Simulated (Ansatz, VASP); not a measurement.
## Al: VASP beside Ansatz

```
Al
1.0
    -1.62748    1.59025    1.56766
     1.62106   -1.61554    1.58653
     1.59730    1.58536   -1.59295
Al
1
Cartesian
  0.0139 -0.0095 0.0296
```

Alike in both runs: functional r2SCAN; dispersion rVV10; k mesh 8 × 7 × 8; occupations gaussian, width 0.025 eV; no spin polarisation.

|  | VASP | Ansatz |
| --- | --- | --- |
| version | VASP 6.6.1 | Ansatz 0.2.0 |
| potentials or method | VASP PAW PBE potentials, release 64 (Al) | SSSP precision PAW |
| plane-wave cutoff (eV) | 520 | 408 |
| valence electrons in the cell | 3 | 3 |
| task | single point | density of states |

```csv
,VASP,Ansatz,Ansatz less VASP
gap on the k mesh at the Fermi level (eV),none,none,-
pressure (GPa),0.1,0.5,+0.45
"traceless stress, the component that is largest in VASP (GPa)",-3.01,-3.02,-0.002
```

VASP's potentials were made for PBE, not for r2SCAN. A gap of «none» marks a metal or a gap that the smearing closes.

The k mesh is coarse, so the values compare programs but aren't converged.
